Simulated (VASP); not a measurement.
# AlCu3 (Pm-3m) in VASP: notebook

Runs on AlCu3. Level: PBEsol. Tasks: single point, relaxation of cell and atoms.

Program: VASP 6.6.1. These are calculated values, not measurements. Logs are shortened: lines on timing, memory, paths and dates and some standing lists are left out, and cuts for length are marked.

## 1. The cell of the first run

Symmetry: Pm-3m, No. 221, cubic system. Conventional cell: a = 3.633 Å, b = 3.633 Å, c = 3.633 Å, α = 90.00°, β = 90.00°, γ = 90.00°. Within 3.4 Å of Al (site symmetry m-3m) lie 12 Cu at 2.57 Å. Within 3.4 Å of Cu (site symmetry 4/mmm) lie 4 Al at 2.57 Å and 8 Cu at 2.57 Å.

## 2. Single point, PBEsol

Input file INCAR:

```
ALGO = Normal ; EDIFF = 1E-6
ENCUT = 600 ; GGA = PS
GGA_COMPAT = False ; ISIF = 2
ISMEAR = 0 ; LASPH = True
LCHARG = True ; LELF = True
LREAL = False ; LVHAR = True
LWAVE = False ; NBANDS = 26
NELM = 120 ; PREC = Accurate
SIGMA = 0.05
```

Input file KPOINTS:

```
k-points
0
Gamma
  5 5 5
```

Input file POSCAR:

```
AlCu3
1.0
    3.6326763028      0.0000000000      0.0000000000
    0.0000000000      3.6326763028      0.0000000000
    0.0000000000      0.0000000000      3.6326763028
Al Cu
1 3
Direct
    0.0000000000      0.0000000000      0.0000000000
    0.5000000000      0.5000000000      0.0000000000
    0.5000000000      0.0000000000      0.5000000000
    0.0000000000      0.5000000000      0.5000000000
```

Potentials or basis: VASP PAW PBE potentials, release 64 (Al, Cu).

Run with:

```bash
$ cat potpaw_PBE.64/Al/POTCAR potpaw_PBE.64/Cu/POTCAR > POTCAR
$ mpirun -np 1 vasp_std > vasp.out
```

OUTCAR:

```text
EDIFF = 1E-6
   ENCUT = 600
   GGA = PS
   ISIF = 2
   ISMEAR = 0
   LASPH = True
   LREAL = False
   NELM = 120
   PREC = Accurate

 ion  position               nearest neighbor table
   1  0.000  0.000  0.000-   2 2.57   3 2.57   4 2.57   3 2.57   4 2.57   2 2.57   4 2.57   4 2.57
                             2 2.57   3 2.57   3 2.57   2 2.57
   2  0.500  0.500  0.000-   1 2.57   3 2.57   4 2.57   3 2.57   4 2.57   1 2.57   3 2.57   3 2.57
                             1 2.57   4 2.57   4 2.57   1 2.57
   3  0.500  0.000  0.500-   1 2.57   2 2.57   4 2.57   1 2.57   2 2.57   2 2.57   4 2.57   2 2.57
                             1 2.57   4 2.57   1 2.57   4 2.57
   4  0.000  0.500  0.500-   1 2.57   2 2.57   3 2.57   1 2.57   2 2.57   1 2.57   3 2.57   1 2.57
                             2 2.57   3 2.57   2 2.57   3 2.57

  LATTYP: Found a simple cubic cell.
 ALAT       =     3.6326763028

  Lattice vectors:

 A1 = (   3.6326763028,   0.0000000000,   0.0000000000)
 A2 = (   0.0000000000,   3.6326763028,   0.0000000000)
 A3 = (   0.0000000000,   0.0000000000,   3.6326763028)

Analysis of symmetry for initial positions (statically):
=====================================================================
 Subroutine PRICEL returns:
 Original cell was already a primitive cell.

 Routine SETGRP: Setting up the symmetry group for a
 simple cubic supercell.

 Subroutine GETGRP returns: Found 48 space group operations
 (whereof 48 operations were pure point group operations)
 out of a pool of 48 trial point group operations.

The static configuration has the point symmetry O_h .

Analysis of symmetry for dynamics (positions and initial velocities):
=====================================================================
 Subroutine PRICEL returns:
 Original cell was already a primitive cell.

 Routine SETGRP: Setting up the symmetry group for a
 simple cubic supercell.

 Subroutine GETGRP returns: Found 48 space group operations
 (whereof 48 operations were pure point group operations)
 out of a pool of 48 trial point group operations.

The dynamic configuration has the point symmetry O_h .

 Subroutine INISYM returns: Found 48 space group operations
 (whereof 48 operations are pure point group operations),
 and found     1 'primitive' translations

----------------------------------------------------------------------------------------

                                     Primitive cell

  volume of cell :      47.9380

  direct lattice vectors                    reciprocal lattice vectors
     3.632676303  0.000000000  0.000000000     0.275279138  0.000000000  0.000000000
     0.000000000  3.632676303  0.000000000     0.000000000  0.275279138  0.000000000
     0.000000000  0.000000000  3.632676303     0.000000000  0.000000000  0.275279138

  length of vectors
     3.632676303  3.632676303  3.632676303     0.275279138  0.275279138  0.275279138

  position of ions in fractional coordinates (direct lattice)
     0.000000000  0.000000000  0.000000000
     0.500000000  0.500000000  0.000000000
     0.500000000  0.000000000  0.500000000
     0.000000000  0.500000000  0.500000000

  ion indices of the primitive-cell ions
   primitive index   ion index
                 1           1
                 2           2
                 3           3
                 4           4

----------------------------------------------------------------------------------------

 KPOINTS: k-points

Automatic generation of k-mesh.
 Grid dimensions read from file:
 generate k-points for:    5    5    5

 Generating k-lattice:

  Cartesian coordinates                     Fractional coordinates (reciprocal lattice)
     0.055055828  0.000000000  0.000000000     0.200000000  0.000000000  0.000000000
     0.000000000  0.055055828  0.000000000     0.000000000  0.200000000  0.000000000
     0.000000000  0.000000000  0.055055828     0.000000000  0.000000000  0.200000000

  Length of vectors
     0.055055828  0.055055828  0.055055828

  Shift w.r.t. Gamma in fractional coordinates (k-lattice)
     0.000000000  0.000000000  0.000000000

 Subroutine IBZKPT returns following result:
 ===========================================

 Found     10 irreducible k-points:

 Following reciprocal coordinates:
            Coordinates               Weight
  0.000000  0.000000  0.000000      1.000000
  0.200000  0.000000  0.000000      6.000000
  0.400000  0.000000  0.000000      6.000000
  0.200000  0.200000  0.000000     12.000000
  0.400000  0.200000  0.000000     24.000000
  0.400000  0.400000  0.000000     12.000000
  0.200000  0.200000  0.200000      8.000000
  0.400000  0.200000  0.200000     24.000000
  0.400000  0.400000  0.200000     24.000000
  0.400000  0.400000  0.400000      8.000000
   k-points           NKPTS =     10   k-points in BZ     NKDIM =     10   number of bands    NBANDS=     26
   number of dos      NEDOS =    301   number of ions     NIONS =      4
   total plane-waves  NPLWV =  27000
   dimension x,y,z NGX =    30 NGY =   30 NGZ =   30
   dimension x,y,z NGXF=    60 NGYF=   60 NGZF=   60
   ions per type =               1   3
   NGX,Y,Z   is equivalent  to a cutoff of  13.73, 13.73, 13.73 a.u.
   NGXF,Y,Z  is equivalent  to a cutoff of  27.46, 27.46, 27.46 a.u.
 SYSTEM =  unknown system
   PREC   = accura    normal or accurate (medium, high low for compatibility)
   ISTART =      0    job   : 0-new  1-cont  2-samecut
   ICHARG =      2    charge: 1-file 2-atom 10-const
   ISPIN  =      1    spin polarized calculation?
   LNONCOLLINEAR =      F non collinear calculations
   LSORBIT =      F    spin-orbit coupling
   LASPH  =      T    aspherical Exc in radial PAW
   ENCUT  =  600.0 eV  44.10 Ry    6.64 a.u.   7.26  7.26  7.26*2*pi/ulx,y,z
   NELM   =    120;   NELMIN=  2; NELMDL= -5     # of ELM steps
   EDIFF  = 0.1E-05   stopping-criterion for ELM
   LREAL  =      F    real-space projection
   EDIFFG = 0.1E-04   stopping-criterion for IOM
   NSW    =      0    number of steps for IOM
   IBRION =     -1    ionic relax: 0-MD 1-quasi-New 2-CG
   NFREE  =      0    steps in history (QN), initial steepest desc. (CG)
   ISIF   =      2    stress and relaxation
   ISYM   =      2    0-nonsym 1-usesym 2-fastsym
   POTIM  = 0.5000    time-step for ionic-motion
   TEBEG  =    0.0;   TEEND  =   0.0 temperature during run
   PSTRESS=    0.0 pullay stress
   NELECT =      36.0000    total number of electrons
   NUPDOWN=      -1.0000    fix difference up-down
   EMIN   =  10.00;   EMAX   =-10.00  energy-range for DOS
   EFERMI =   0.00;   METHOD = LEGACY
   ISMEAR =     0;   SIGMA  =   0.05  broadening in eV -4-tet -1-fermi 0-gaus
   EFERMI_NEDOS =   21; number of points for ismear=-14 and -15
   IALGO  =     38    algorithm
   IMIX   =      4    mixing-type and parameters
     AMIX     =   0.40;   BMIX     =  1.00
     AMIX_MAG =   1.60;   BMIX_MAG =  1.00
  volume/ion in A,a.u.               =      11.98        80.88
  Fermi-wavevector in a.u.,A,eV,Ry     =   1.488044  2.811994 30.127020  2.214273
  Thomas-Fermi vector in A             =   2.601128
   LORBIT       =      0    0 simple, 1 ext, 2 COOP (PROOUT), +10 PAW based schemes
   GGA     = PS    functional components
   LHFCALC =     F    Hartree Fock is set to
   AEXX    =    0.0000 exact exchange contribution
   IVDW    =     0    specifies the selected vdW correction
   LEPSILON=     F    determine dielectric tensor
   LRPA    =     F    only Hartree local field effects (RPA)
 non-spin polarized calculation
 Gauss-broadening in eV      SIGMA  =   0.05
  energy-cutoff  :      600.00
  volume of cell :       47.94
 maximum number of plane-waves:      1611
 NGX is ok and might be reduce to    30
   NGX = 15   NGY = 15   NGZ = 15

 number of electron      35.9999978 magnetization

 Free energy of the ion-electron system (eV)
  ---------------------------------------------------
  ext. energy  EPLUGINS =         0.00000000
  ---------------------------------------------------
  free energy    TOTEN  =       -17.74056043 eV

  energy without entropy =      -17.73589432  energy(sigma->0) =      -17.73822738

 E-fermi :   8.8897     XC(G=0): -12.4986

 val. band max:        8.3915161827   @ k =   0.4000   0.4000   0.0000
 cond. band min:       8.9091383766   @ k =   0.4000   0.2000   0.0000
 fundamental gap:      0.5176221939
 Fermi energy:         8.8897306571

 k-point     1 :       0.0000    0.0000    0.0000
  band No.  band energies     occupation
      1      -2.1003      2.00000
      2       3.1910      2.00000
      3       3.7544      2.00000
      4       3.7544      2.00000
      5       4.0295      2.00000
      6       4.0295      2.00000
[... 18 lines left out ...]
     25      19.1687      0.00000
     26      20.4828      0.00000

 k-point     2 :       0.2000    0.0000    0.0000
  band No.  band energies     occupation
      1      -1.6370      2.00000
      2       3.2025      2.00000
      3       3.5856      2.00000
      4       3.9922      2.00000
      5       4.0937      2.00000
      6       4.0937      2.00000
[... 18 lines left out ...]
     25      17.9216      0.00000
     26      18.6551      0.00000

 k-point     3 :       0.4000    0.0000    0.0000
  band No.  band energies     occupation
      1      -0.3123      2.00000
      2       1.7564      2.00000
      3       3.8126      2.00000
      4       4.2285      2.00000
      5       4.2285      2.00000
      6       4.2933      2.00000
[... 166 lines left out ...]
 k-point     9 :       0.4000    0.4000    0.2000
  band No.  band energies     occupation
      1       1.5293      2.00000
      2       2.9284      2.00000
      3       3.1272      2.00000
      4       4.0067      2.00000
      5       4.4587      2.00000
      6       4.5368      2.00000
[... 18 lines left out ...]
     25      21.0131      0.00000
     26      21.3879      0.00000

 k-point    10 :       0.4000    0.4000    0.4000
  band No.  band energies     occupation
      1       2.0376      2.00000
      2       3.0683      2.00000
      3       3.5738      2.00000
      4       3.5738      2.00000
      5       4.8061      2.00000
      6       4.8222      2.00000
[... 18 lines left out ...]
     25      22.8565      0.00000
     26      24.1059      0.00000

------------------------ aborting loop because EDIFF is reached ----------------------------------------

  FORCE on cell =-STRESS in cart. coord.  units (eV):
  Direction    XX          YY          ZZ          XY          YZ          ZX
  --------------------------------------------------------------------------------------
  -------------------------------------------------------------------------------------
  Total        0.1597238      0.1597238      0.1597238      0.0000000      0.0000000      0.0000000
  in kB        5.3382644      5.3382644      5.3382644      0.0000000      0.0000000      0.0000000
  external PRESSURE =       5.3382644 kB  Pullay stress =       0.0000000 kB

 VOLUME and BASIS-vectors are now :
 -----------------------------------------------------------------------------
  energy-cutoff  :      600.00
  volume of cell :       47.94
      direct lattice vectors                 reciprocal lattice vectors
     3.632676303  0.000000000  0.000000000     0.275279138  0.000000000  0.000000000
     0.000000000  3.632676303  0.000000000     0.000000000  0.275279138  0.000000000
     0.000000000  0.000000000  3.632676303     0.000000000  0.000000000  0.275279138

 POSITION                                       TOTAL-FORCE (eV/Angst)
 -----------------------------------------------------------------------------------
      0.00000      0.00000      0.00000         0.000000      0.000000      0.000000
      1.81634      1.81634      0.00000         0.000000      0.000000      0.000000
      1.81634      0.00000      1.81634         0.000000      0.000000      0.000000
      0.00000      1.81634      1.81634         0.000000      0.000000      0.000000
 -----------------------------------------------------------------------------------
    total drift:                                0.000000      0.000000     -0.000000

  FREE ENERGIE OF THE ION-ELECTRON SYSTEM (eV)
  ---------------------------------------------------
  free  energy   TOTEN  =       -17.7405604300 eV

  energy  without entropy=      -17.7358943202  energy(sigma->0) =      -17.73822738
```

Run time: 28 s. Hardware: 1 thread of Intel Xeon 8259CL, shared host; peak memory 0.17 GiB.

Results:

```
Free energy            : -17.7406 eV
Pressure               : 0.5 GPa
Band gap on the k mesh : zero (bands 18 and 19 overlap by 4.22 eV)
```

Caveat: the PAW data sets were made with another functional, which shifts forces and pressure a little.

[end of part 1 of 2]
